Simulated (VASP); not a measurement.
# HfB in VASP: further runs

HfB is run at these levels: PBE; tasks: single point.

All numbers are computed with VASP 6.6.1; they aren't measurements. Logs are shortened: lines on timing, memory, paths and dates and some standing lists are left out, and cuts for length are marked.

**1. The cell of the first run**

It takes space group I4mm (No. 107, tetragonal). The conventional cell has a = 3.418 Å, b = 3.418 Å, c = 4.665 Å, α = 90.00°, β = 90.00°, γ = 90.00°. Hf (site symmetry 4mm) has 6 B at 2.21 to 2.45 Å within 2.9 Å. B (site symmetry 4mm) has 6 Hf at 2.21 to 2.45 Å within 2.9 Å.

**2. Single point, PBE (atoms displaced along a vibrational mode, the cell strained)**

Input file INCAR:

```
  ALGO = Normal
  EDIFF = 1E-7
  ENCUT = 520
  GGA = PE
  ISIF = 2
  ISMEAR = 0
  LASPH = True
  LCHARG = False
  LREAL = False
  LWAVE = False
  NBANDS = 14
  NELM = 80
  PREC = Accurate
  SIGMA = 0.15
```

Input file KPOINTS:

```
k-points
0
Gamma
  16 16 16
```

Input file POSCAR:

```
HfB
1.0
    0.0000000000      2.4168788130      2.4168788130
    2.3322880545      0.0000000000      2.4168788130
    2.3322880545      2.4168788130      0.0000000000
Hf B
1 1
Direct
    0.4985215256      0.5014784744      0.5014784744
    0.0244116501     -0.0244116501     -0.0244116501
```

Potentials or basis: VASP PAW PBE potentials, release 64 (Hf_pv, B).

Started as:

```console
> cat potpaw_PBE.64/Hf_pv/POTCAR potpaw_PBE.64/B/POTCAR > POTCAR
> mpirun -np 1 vasp_std > vasp.out
```

OUTCAR:

```text
EDIFF = 1E-7
   ENCUT = 520
   GGA = PE
   ISIF = 2
   ISMEAR = 0
   LASPH = True
   LREAL = False
   NELM = 80
   PREC = Accurate

 ion  position               nearest neighbor table
   1  0.499  0.501  0.501-   2 2.21   2 2.42   2 2.42   2 2.42   2 2.42   2 2.45
   2  0.024  0.976  0.976-   1 2.21   1 2.42   1 2.42   1 2.42   1 2.42   1 2.45

  LATTYP: Found a body centered tetragonal cell.
 ALAT       =     3.4179827960
 C/A-ratio  =     1.3647160877

  Lattice vectors:

 A1 = (  -2.3322880545,   0.0000000000,  -2.4168788130)
 A2 = (  -2.3322880545,   0.0000000000,   2.4168788130)
 A3 = (   2.3322880545,   2.4168788130,   0.0000000000)

Analysis of symmetry for initial positions (statically):
=====================================================================
 Subroutine PRICEL returns:
 Original cell was already a primitive cell.

 Routine SETGRP: Setting up the symmetry group for a
 body centered tetragonal supercell.

 Subroutine GETGRP returns: Found  8 space group operations
 (whereof  8 operations were pure point group operations)
 out of a pool of 16 trial point group operations.

The static configuration has the point symmetry C_4v.

Analysis of symmetry for dynamics (positions and initial velocities):
=====================================================================
 Subroutine PRICEL returns:
 Original cell was already a primitive cell.

 Routine SETGRP: Setting up the symmetry group for a
 body centered tetragonal supercell.

 Subroutine GETGRP returns: Found  8 space group operations
 (whereof  8 operations were pure point group operations)
 out of a pool of 16 trial point group operations.

The dynamic configuration has the point symmetry C_4v.

 Subroutine INISYM returns: Found  8 space group operations
 (whereof  8 operations are pure point group operations),
 and found     1 'primitive' translations

----------------------------------------------------------------------------------------

                                     Primitive cell

  volume of cell :      27.2472

  direct lattice vectors                    reciprocal lattice vectors
     0.000000000  2.416878813  2.416878813    -0.214381752  0.206878391  0.206878391
     2.332288055  0.000000000  2.416878813     0.214381752 -0.206878391  0.206878391
     2.332288055  2.416878813  0.000000000     0.214381752  0.206878391 -0.206878391

  length of vectors
     3.417982796  3.358700756  3.358700756     0.362707696  0.362707696  0.362707696

  position of ions in fractional coordinates (direct lattice)
     0.498521526  0.501478474  0.501478474
     0.024411650  0.975588350  0.975588350

  ion indices of the primitive-cell ions
   primitive index   ion index
                 1           1
                 2           2

----------------------------------------------------------------------------------------

 KPOINTS: k-points

Automatic generation of k-mesh.
 Grid dimensions read from file:
 generate k-points for:   16   16   16

 Generating k-lattice:

  Cartesian coordinates                     Fractional coordinates (reciprocal lattice)
    -0.013398860  0.012929899  0.012929899     0.062500000  0.000000000  0.000000000
     0.013398860 -0.012929899  0.012929899     0.000000000  0.062500000 -0.000000000
     0.013398860  0.012929899 -0.012929899     0.000000000 -0.000000000  0.062500000

  Length of vectors
     0.022669231  0.022669231  0.022669231

  Shift w.r.t. Gamma in fractional coordinates (k-lattice)
     0.000000000  0.000000000  0.000000000

 Subroutine IBZKPT returns following result:
 ===========================================

 Found    349 irreducible k-points:

 Following reciprocal coordinates:
            Coordinates               Weight
  0.000000  0.000000  0.000000      1.000000
  0.062500 -0.000000 -0.000000      8.000000
  0.125000 -0.000000 -0.000000      8.000000
  0.187500 -0.000000 -0.000000      8.000000
  0.250000 -0.000000 -0.000000      8.000000
  0.312500 -0.000000 -0.000000      8.000000
[... 16 lines left out ...]
 -0.125000  0.062500  0.000000     16.000000
 -0.062500  0.062500  0.000000      8.000000
 [... further k-points ...]
   k-points           NKPTS =    349   k-points in BZ     NKDIM =    349   number of bands    NBANDS=     14
   number of dos      NEDOS =    301   number of ions     NIONS =      2
   total plane-waves  NPLWV =  21952
   dimension x,y,z NGX =    28 NGY =   28 NGZ =   28
   dimension x,y,z NGXF=    56 NGYF=   56 NGZF=   56
   ions per type =               1   1
   NGX,Y,Z   is equivalent  to a cutoff of  13.62, 13.86, 13.86 a.u.
   NGXF,Y,Z  is equivalent  to a cutoff of  27.24, 27.72, 27.72 a.u.
 SYSTEM =  unknown system
   PREC   = accura    normal or accurate (medium, high low for compatibility)
   ISTART =      0    job   : 0-new  1-cont  2-samecut
   ICHARG =      2    charge: 1-file 2-atom 10-const
   ISPIN  =      1    spin polarized calculation?
   LNONCOLLINEAR =      F non collinear calculations
   LSORBIT =      F    spin-orbit coupling
   LASPH  =      T    aspherical Exc in radial PAW
   ENCUT  =  520.0 eV  38.22 Ry    6.18 a.u.   6.36  6.24  6.24*2*pi/ulx,y,z
   NELM   =     80;   NELMIN=  2; NELMDL= -5     # of ELM steps
   EDIFF  = 0.1E-06   stopping-criterion for ELM
   LREAL  =      F    real-space projection
   EDIFFG = 0.1E-05   stopping-criterion for IOM
   NSW    =      0    number of steps for IOM
   IBRION =     -1    ionic relax: 0-MD 1-quasi-New 2-CG
   NFREE  =      0    steps in history (QN), initial steepest desc. (CG)
   ISIF   =      2    stress and relaxation
   ISYM   =      2    0-nonsym 1-usesym 2-fastsym
   POTIM  = 0.5000    time-step for ionic-motion
   TEBEG  =    0.0;   TEEND  =   0.0 temperature during run
   PSTRESS=    0.0 pullay stress
   NELECT =      13.0000    total number of electrons
   NUPDOWN=      -1.0000    fix difference up-down
   EMIN   =  10.00;   EMAX   =-10.00  energy-range for DOS
   EFERMI =   0.00;   METHOD = LEGACY
   ISMEAR =     0;   SIGMA  =   0.15  broadening in eV -4-tet -1-fermi 0-gaus
   EFERMI_NEDOS =   21; number of points for ismear=-14 and -15
   IALGO  =     38    algorithm
   IMIX   =      4    mixing-type and parameters
     AMIX     =   0.40;   BMIX     =  1.00
     AMIX_MAG =   1.60;   BMIX_MAG =  1.00
  volume/ion in A,a.u.               =      13.62        91.94
  Fermi-wavevector in a.u.,A,eV,Ry     =   1.279230  2.417394 22.264974  1.636429
  Thomas-Fermi vector in A             =   2.411727
   LORBIT       =      0    0 simple, 1 ext, 2 COOP (PROOUT), +10 PAW based schemes
   GGA     = PE    functional components
   LHFCALC =     F    Hartree Fock is set to
   AEXX    =    0.0000 exact exchange contribution
   IVDW    =     0    specifies the selected vdW correction
   LEPSILON=     F    determine dielectric tensor
   LRPA    =     F    only Hartree local field effects (RPA)
 non-spin polarized calculation
 Gauss-broadening in eV      SIGMA  =   0.15
  energy-cutoff  :      520.00
  volume of cell :       27.25
 maximum number of plane-waves:       754
 NGX is ok and might be reduce to    28
   NGX = 13   NGY = 13   NGZ = 13

 number of electron      13.0000000 magnetization

 Free energy of the ion-electron system (eV)
  ---------------------------------------------------
  ext. energy  EPLUGINS =         0.00000000
  ---------------------------------------------------
  free energy    TOTEN  =       -17.33585268 eV

  energy without entropy =      -17.32475625  energy(sigma->0) =      -17.33030446

 E-fermi :   4.5145     XC(G=0): -11.8249

 val. band max:        4.4937932544   @ k =  -0.1250   0.2500   0.1250
 cond. band min:       4.5147141181   @ k =  -0.2500   0.3750   0.3125
 fundamental gap:      0.0209208636
 Fermi energy:         4.5145330857

 k-point     1 :       0.0000    0.0000    0.0000
  band No.  band energies     occupation
      1     -24.3378      2.00000
      2     -24.3306      2.00000
      3     -24.3306      2.00000
      4      -4.7332      2.00000
      5       6.2241      0.00000
      6       6.2241      0.00000
      7       6.8644      0.00000
      8       7.5230      0.00000
      9       8.1519      0.00000
     10       8.3905      0.00000
     11       8.3905      0.00000
     12       9.3630      0.00000
     13      15.7732      0.00000
     14      16.0607      0.00000

 k-point     2 :       0.0625   -0.0000   -0.0000
  band No.  band energies     occupation
      1     -24.3543      2.00000
      2     -24.3359      2.00000
      3     -24.3333      2.00000
      4      -4.6330      2.00000
      5       5.9164      0.00000
      6       6.1353      0.00000
      7       6.7493      0.00000
      8       7.2716      0.00000
      9       7.4682      0.00000
     10       8.4351      0.00000
     11       9.3675      0.00000
     12      10.0037      0.00000
     13      16.0316      0.00000
     14      16.2036      0.00000

 k-point     3 :       0.1250   -0.0000   -0.0000
  band No.  band energies     occupation
      1     -24.4109      2.00000
      2     -24.3411      2.00000
      3     -24.3410      2.00000
      4      -4.3390      2.00000
      5       5.1895      0.00000
      6       5.6869      0.00000
      7       6.1313      0.00000
      8       7.2889      0.00000
      9       7.2955      0.00000
     10       8.6915      0.00000
     11      10.5936      0.00000
     12      11.1575      0.00000
     13      16.5673      0.00000
     14      16.7547      0.00000

 k-point     4 :       0.1875   -0.0000   -0.0000
  band No.  band energies     occupation
      1     -24.4951      2.00000
      2     -24.3526      2.00000
      3     -24.3479      2.00000
      4      -3.8704      2.00000
      5       4.3278      1.92173
      6       5.0271      0.00000
      7       5.3415      0.00000
      8       7.6217      0.00000
      9       7.6597      0.00000
     10       8.9409      0.00000
     11      11.9036      0.00000
     12      12.4575      0.00000
     13      16.9391      0.00000
     14      17.7569      0.00000

 k-point     5 :       0.2500   -0.0000   -0.0000
  band No.  band energies     occupation
      1     -24.5925      2.00000
      2     -24.3663      2.00000
      3     -24.3558      2.00000
      4      -3.2567      2.00000
      5       3.4365      2.00000
      6       4.4107      1.67258
      7       4.6428      0.22650
      8       8.1891      0.00000
      9       8.1937      0.00000
     10       9.2011      0.00000
     11      13.2437      0.00000
[... 276 lines left out ...]
 k-point    22 :      -0.1875    0.0625    0.0000
  band No.  band energies     occupation
      1     -24.5343      2.00000
      2     -24.3738      2.00000
      3     -24.3453      2.00000
      4      -3.5881      2.00000
      5       3.9863      2.00000
      6       4.7119      0.06276
      7       4.8903      0.00040
      8       7.5123      0.00000
      9       8.2777      0.00000
     10       9.3287      0.00000
     11      11.7095      0.00000
     12      13.5431      0.00000
     13      17.1284      0.00000
     14      18.2646      0.00000

 k-point    23 :      -0.1250    0.0625    0.0000
  band No.  band energies     occupation
      1     -24.4479      2.00000
      2     -24.3585      2.00000
      3     -24.3386      2.00000
      4      -4.1076      2.00000
      5       4.8659      0.00092
      6       5.2651      0.00000
      7       5.6089      0.00000
      8       7.0817      0.00000
      9       7.8760      0.00000
     10       9.1440      0.00000
     11      10.4890      0.00000
     12      12.2078      0.00000
     13      16.8811      0.00000
     14      17.2722      0.00000

 k-point    24 :      -0.0625    0.0625    0.0000
  band No.  band energies     occupation
      1     -24.3846      2.00000
      2     -24.3442      2.00000
      3     -24.3351      2.00000
      4      -4.4634      2.00000
      5       5.6394      0.00000
      6       5.7254      0.00000
      7       6.4256      0.00000
      8       6.8379      0.00000
      9       7.6515      0.00000
     10       8.9237      0.00000
     11       9.5303      0.00000
     12      10.9582      0.00000
     13      16.4545      0.00000
     14      16.4620      0.00000

 [... further k-points ...]

------------------------ aborting loop because EDIFF is reached ----------------------------------------

  FORCE on cell =-STRESS in cart. coord.  units (eV):
  Direction    XX          YY          ZZ          XY          YZ          ZX
  --------------------------------------------------------------------------------------
  -------------------------------------------------------------------------------------
  Total        3.4235994      0.3845359      0.3845359      0.0000000      0.0000000      0.0000000
  in kB      201.3128909     22.6113022     22.6113022      0.0000000      0.0000000      0.0000000
  external PRESSURE =      82.1784984 kB  Pullay stress =       0.0000000 kB

 VOLUME and BASIS-vectors are now :
 -----------------------------------------------------------------------------
  energy-cutoff  :      520.00
  volume of cell :       27.25
      direct lattice vectors                 reciprocal lattice vectors
     0.000000000  2.416878813  2.416878813    -0.214381752  0.206878391  0.206878391
     2.332288055  0.000000000  2.416878813     0.214381752 -0.206878391  0.206878391
     2.332288055  2.416878813  0.000000000     0.214381752  0.206878391 -0.206878391

 POSITION                                       TOTAL-FORCE (eV/Angst)
 -----------------------------------------------------------------------------------
      2.33918      2.41688      2.41688        -1.428407      0.000000      0.000000
      4.55071      2.41688      2.41688         1.428407      0.000000      0.000000
 -----------------------------------------------------------------------------------
    total drift:                                0.000038      0.000000      0.000000

  FREE ENERGIE OF THE ION-ELECTRON SYSTEM (eV)
  ---------------------------------------------------
  free  energy   TOTEN  =       -17.3358526791 eV

  energy  without entropy=      -17.3247562477  energy(sigma->0) =      -17.33030446
```

Run time: 65 s. Hardware: 1 thread of Intel Xeon 6975P-C (Granite Rapids), shared host; peak memory 0.27 GiB.

What came out:

```yaml
Free_energy: -17.3359 eV
Pressure: 8.2 GPa
Largest_force: 1.428 eV/Å
Band_gap_on_the_k_mesh: zero (an odd number of electrons rules out a gap without spin polarisation)
```

Forces in eV/Å, atoms in the order of the input:
```
Hf  -1.428  0.000  0.000
B    1.428  0.000  0.000
```

Stress tensor (GPa, compression positive):
```
20.13  0.00  0.00
 0.00  2.26  0.00
 0.00  0.00  2.26
```

Levels at points of the mesh, in eV from the Fermi level:
```csv
k point,band 3,band 4,band 5,band 6,band 7,band 8,band 9,band 10,band 11,band 12
"(0.00, 0.00, 0.00)",-28.85,-9.25,1.71,1.71,2.35,3.01,3.64,3.88,3.88,4.85
"(0.50, 0.00, 0.00)",-28.89,-4.78,-4.33,-1.27,-1.15,5.69,6.02,6.77,7.80,11.99
"(0.50, 0.50, 0.00)",-29.00,-6.50,-1.31,-1.00,2.14,2.26,5.61,6.86,7.20,8.12
"(0.00, 0.50, 0.50)",-29.05,-6.39,-0.90,-0.88,1.86,1.86,5.65,7.02,7.02,8.06
```

Caveat: the cell differs from its parent crystal (atoms displaced along a vibrational mode, the cell strained); the stress differs along the axes, from 2 to 20 GPa; spin-orbit coupling is left out, which moves the levels of the heavy elements; an odd number of electrons without spin polarisation forces a metal; a magnetic or distorted state may lie lower.

(Part 1 of 2 ends here.)

The gap in the log of VASP goes by the Fermi energy; the results here count the filled bands.